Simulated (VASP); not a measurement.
Lu: relaxation of cell and atoms with PBE

Lu:

```
CELL_PARAMETERS angstrom
0.00000 2.42769 2.42769
2.42769 0.00000 2.42769
2.42769 2.42769 0.00000
ATOMIC_POSITIONS crystal
Lu 0.00000 0.00000 0.00000
```

The cell was generated, and may not be a known phase.

* Program: VASP 6.6.1
* Task: relaxation of cell and atoms
* Functional: PBE
* Potentials or basis: VASP PAW PBE potentials, release 64 (Lu)
* Cutoff: 600 eV
* k mesh: 20 × 20 × 20
* Occupations: gaussian, width 0.1 eV
* Spin: no spin polarisation
* Dipole correction: no
* Further INCAR settings: ALGO = Fast; EDIFF = 1e-07; IBRION = 2; EDIFFG = -0.01; NSW = 100; ISIF = 3

```yaml
Relaxed_volume: 29.04 Å³/atom
Relaxed_cell: a = 3.450 Å, b = 3.450 Å, c = 3.450 Å, α = 60.00°, β = 60.00°, γ = 60.00°
Space_group_after_relaxing_to_0.1_Å: Fm-3m (No. 225)
Energy_gained_by_relaxing: 0.9 meV/atom
Ionic_steps: 26
Pressure_after_relaxing: 0.0 GPa
Band_gap_on_the_k_mesh: zero (an odd number of electrons rules out a gap without spin polarisation)
```

The path:
| step | energy change (eV) | largest force (eV/Å) | pressure (GPa) | volume (Å³) |
| --- | --- | --- | --- | --- |
| 1 | 0.0000 | 0.0000 | -0.08 | 28.62 |
| 2 | 0.0003 | 0.0000 | 0.35 | 28.56 |
| 3 | 0.0000 | 0.0000 | 0.75 | 28.61 |
| 4 | 0.0000 | 0.0000 | 0.95 | 28.61 |
| 5 | 0.0000 | 0.0000 | 0.74 | 28.62 |
| 6 | 0.0000 | 0.0000 | 0.75 | 28.62 |
| 7 | 0.0000 | 0.0000 | 0.66 | 28.62 |
| 8 | 0.0000 | 0.0000 | 0.66 | 28.62 |
| 9 | 0.0000 | 0.0000 | 0.66 | 28.62 |
| 10 | 0.0000 | 0.0000 | 0.66 | 28.62 |
| 11 | 0.0000 | 0.0000 | 0.66 | 28.62 |
| 12 | 0.0000 | 0.0000 | 0.76 | 28.62 |
| 13 | -0.0001 | 0.0000 | 1.16 | 28.64 |
| 14 | -0.0002 | 0.0000 | 0.64 | 28.67 |
| 15 | -0.0004 | 0.0000 | 0.51 | 28.74 |
| 16 | -0.0007 | 0.0000 | 0.30 | 28.88 |
| 17 | -0.0008 | 0.0000 | 0.10 | 29.15 |
| 18 | 0.0010 | 0.0000 | -0.77 | 29.71 |
| 19 | -0.0008 | 0.0000 | -0.26 | 29.22 |
| 20 | -0.0008 | 0.0000 | -0.12 | 29.17 |
| 21 | -0.0008 | 0.0000 | -0.16 | 29.15 |
| 22 | -0.0009 | 0.0000 | -0.12 | 29.12 |
| 23 | -0.0009 | 0.0000 | -0.14 | 29.07 |
| 24 | -0.0009 | 0.0000 | 0.10 | 28.97 |
| 25 | -0.0009 | 0.0000 | 0.12 | 29.01 |
| 26 | -0.0009 | 0.0000 | -0.01 | 29.04 |

Final structure:
```
Lu
1.0
     0.00000    2.43960    2.43960
     2.43960    0.00000    2.43960
     2.43960    2.43960    0.00000
Lu
1
Direct
  0.00000 0.00000 0.00000
```

Levels at points of the mesh, in eV from the Fermi level:
| k point | band 8 | band 9 | band 10 | band 11 | band 12 | band 13 | band 14 | band 15 | band 16 |
| --- | --- | --- | --- | --- | --- | --- | --- | --- | --- |
| (0.00, 0.00, 0.00) | -4.98 | -4.98 | -4.90 | -4.90 | -4.90 | 2.25 | 2.25 | 2.25 | 4.64 |
| (0.50, 0.00, 0.00) | -4.94 | -4.92 | -4.92 | -4.90 | -2.60 | 0.32 | 2.04 | 2.04 | 6.40 |
| (0.50, 0.50, 0.00) | -4.95 | -4.93 | -4.93 | -4.92 | -2.03 | -0.82 | 1.92 | 6.42 | 6.92 |

Wall time 44 min on 1 thread of Intel(R) Xeon(R) 6975P-C (Granite Rapids), on a shared host, peak memory 0.37 GiB.

Caveat: spin-orbit coupling is left out, which moves the levels of the heavy elements.
